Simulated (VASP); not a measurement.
Crystal: Al2Pt.

```
CELL_PARAMETERS angstrom
0.00000 2.95500 2.95500
2.95500 0.00000 2.95500
2.95500 2.95500 0.00000
ATOMIC_POSITIONS crystal
Al 0.25000 0.25000 0.25000
Al 0.75000 0.75000 0.75000
Pt 0.00000 0.00000 0.00000
```

```yaml
Program: VASP 6.6.1
Task: relaxation of volume and atoms at fixed shape
Functional: LDA
Potentials_or_basis: VASP PAW LDA potentials, release 64 (Al, Pt)
Cutoff: 500 eV
k_mesh: 7 × 7 × 7
Occupations: fermi-dirac, width 0.05 eV
Spin: no spin polarisation
```

At the start: pressure -3.6 GPa; volume 17.20 Å³/atom.

Problem. Where does the relaxation end?

Solution. Over 3 steps the energy falls by 5.1 meV/atom and the volume is 16.76 Å³/atom (-2.6 %); space group Fm-3m (No. 225, to 0.05 Å).

The path:
```
step  energy change (eV)  largest force (eV/Å)  pressure (GPa)  volume (Å³)
   1              0.0000                0.0000           -3.58        51.61
   2              0.0059                0.0000            4.66        48.79
   3             -0.0152                0.0000           -0.03        50.29
```

Final structure:
```xyz
3
Lattice="0.0000 2.9296 2.9296 2.9296 0.0000 2.9296 2.9296 2.9296 0.0000" Properties=species:S:1:pos:R:3 pbc="T T T"
Al    1.4648    1.4648    1.4648
Al    4.3944    4.3944    4.3944
Pt    0.0000    0.0000    0.0000
```
